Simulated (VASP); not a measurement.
Input of a VASP 6.6.1 run:

INCAR

```
SYSTEM = GaN
  ALGO = Normal
  EDIFF = 1E-6
  ENCUT = 520
  GGA = PE
  ISIF = 2
  ISMEAR = -1
  LASPH = .True.
  LCHARG = .False.
  LREAL = .False.
  LWAVE = .False.
  NBANDS = 16
  NELM = 100
  PREC = Accurate
  SIGMA = 0.05
```

The input KPOINTS:

```
k-points
0
Gamma
  10 10 10
  0 0 0
```

The input POSCAR:

```
GaN
1.0
    0.0000000000      2.2074978911      2.2074978911
    2.2074978911      0.0000000000      2.2074978911
    2.2074978911      2.2074978911      0.0000000000
Ga N
1 1
Direct
    0.0000000000      0.0000000000      0.0000000000
    0.2500000000      0.2500000000      0.2500000000
```

Potentials or basis: VASP PAW PBE potentials, release 64 (Ga_d, N).

Run with:

```sh
$ cat potpaw_PBE.64/Ga_d/POTCAR potpaw_PBE.64/N/POTCAR > POTCAR
$ mpirun -np 1 vasp_std > vasp.out
```

(1) Estimate the band gap on the k mesh.

(2) Estimate the pressure.

Results:

(1) 2.12 eV, direct.

(2) 18.7 GPa.
